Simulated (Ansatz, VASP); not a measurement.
## One calculation of AlAs, two programs

```
Al As
1.0
     0.00000    2.80893    2.86296
     2.80893    0.00000    2.86296
     2.80893    2.80893    0.00000
Al As
1 1
Cartesian
  0.0000 0.0000 0.0000
  1.4045 1.4045 1.4315
```

Change from the starting cell: strained cell.

Alike in both runs: functional PBEsol; k mesh 8 × 8 × 8; occupations gaussian, width 0.02 eV; no spin polarisation.

Ansatz relaxed the structure, and its values are those at the end. VASP's run is a single point on that final structure, the one shown.

|  | VASP | Ansatz |
| --- | --- | --- |
| version | VASP 6.6.1 | Ansatz 0.2.0 |
| potentials or method | VASP PAW PBE potentials, release 64 (Al, As), cutoff 500 eV | scalar-relativistic, plane waves, PAW |
| valence electrons in the cell | 8 | 18 |

Ansatz gave:

```
gap on the k mesh at the Fermi level (eV) : 1.26
least direct gap on the mesh (eV)         : 1.96
pressure (GPa)                            : 0.8
```

Q: Estimate VASP's values.

A: gap on the k mesh at the Fermi level (eV): 1.25; least direct gap on the mesh (eV): 1.97; pressure (GPa): 1.1.

VASP's potentials were made for PBE, not for PBEsol. The functional is the same, so the differences come from potentials, cutoffs and numerics. VASP's potentials hold 8 valence electrons a cell and Ansatz's 18, so a difference there can come from the potentials and not from the codes. Ansatz's warnings: stress scf threshold loose.
